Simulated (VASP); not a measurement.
Crystal: Sn2Bi2Te.

```
Sn Bi Te
1.0
     5.52695    0.00000    0.00000
    -2.76348    4.78648    0.00000
     0.00000    0.00000    6.62747
Sn Bi Te
2 2 1
Direct
  0.33333 0.66667 0.06222
  0.66667 0.33333 0.06222
  0.33333 0.66667 0.57699
  0.66667 0.33333 0.57699
  0.00000 0.00000 0.12499
```

The cell was built from a structure type or drawn by symmetry, and may not be a known phase.

* Program: VASP 6.6.1
* Task: relaxation of cell and atoms
* Functional: PBE
* Potentials or basis: VASP PAW PBE potentials, release 64 (Sn_d, Bi_d, Te)
* Cutoff: 600 eV
* k mesh: 6 × 6 × 4
* Occupations: gaussian, width 0.1 eV
* Spin: no spin polarisation

At the start: pressure -0.3 GPa; volume 35.07 Å³/atom.

Task: How do energy, volume and symmetry change on relaxing?

Result: Over 12 steps the energy falls by 8.2 meV/atom and the volume is 34.53 Å³/atom (-1.5 %); space group P6mm (No. 183, to 0.1 Å) before and after.

The path:
```tsv
step	energy change (eV)	largest force (eV/Å)	pressure (GPa)	volume (Å³)
1	0.0000	0.1122	-0.28	175.33
2	-0.0329	0.1175	-0.13	173.74
3	-0.0341	0.1150	-0.09	173.41
4	-0.0341	0.1142	-0.07	173.38
5	-0.0350	0.1051	0.02	172.90
6	-0.0355	0.0865	0.27	171.89
7	-0.0359	0.0806	0.31	171.91
8	-0.0369	0.0711	0.27	171.99
9	-0.0386	0.0503	0.23	172.14
10	-0.0406	0.0143	0.19	172.44
11	-0.0398	0.0460	0.07	173.03
12	-0.0409	0.0076	0.15	172.66
```

Final structure:
```yaml
crystal:
  lattice:
    - [5.55791, 0.00000, 0.00000]
    - [-2.77896, 4.81330, 0.00000]
    - [0.00000, 0.00000, 6.45403]
  atoms:
    - { symbol: Sn, position: [0.33333, 0.66667, 0.06735] }
    - { symbol: Sn, position: [0.66667, 0.33333, 0.06735] }
    - { symbol: Bi, position: [0.33333, 0.66667, 0.58109] }
    - { symbol: Bi, position: [0.66667, 0.33333, 0.58109] }
    - { symbol: Te, position: [0.00000, 0.00000, 0.10654] }
```
